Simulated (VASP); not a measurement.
Input of a VASP 6.6.1 run:

Contents of INCAR:

```
PREC = Accurate
ENCUT = 520
EDIFF = 1E-8
ISMEAR = 0
SIGMA = 0.01
LREAL = F
LASPH = T
NELM = 60
ALGO = Normal
ISIF = 2
LWAVE = F
LCHARG = F
GGA = PS
IBRION = 8
NSW = 1
```

File KPOINTS:

```
Automatic mesh
0
Gamma
  6 6 4
```

The input POSCAR:

```
GaN
1.0
    3.1825745928      0.0000000000      0.0000000000
   -1.5912872964      2.7561904468      0.0000000000
    0.0000000000      0.0000000000      5.1854102058
Ga N
2 2
Direct
    0.3333333333      0.6666666667     -0.0008061558
    0.6666666667      0.3333333333      0.4991938442
    0.3333333333      0.6666666667      0.3758061558
    0.6666666667      0.3333333333      0.8758061558
```

Potentials or basis: VASP PAW PBE potentials, release 64 (Ga_d, N).

Launch:

```console
$ cat potpaw_PBE.64/Ga_d/POTCAR potpaw_PBE.64/N/POTCAR > POTCAR
$ mpirun -np 1 vasp_std > vasp.out
```

Q: What does it give for the highest phonon frequency at Γ, LO-TO splitting left out?

A: 677 cm⁻¹.

Phonon frequencies in cm⁻¹ (negative: imaginary):
```tsv
q point	frequencies
(0.000, 0.000, 0.000)	0 0 0 137 137 329 518 542 542 550 550 677
```

Caveat: the k points lie up to 0.38 Å⁻¹ apart.
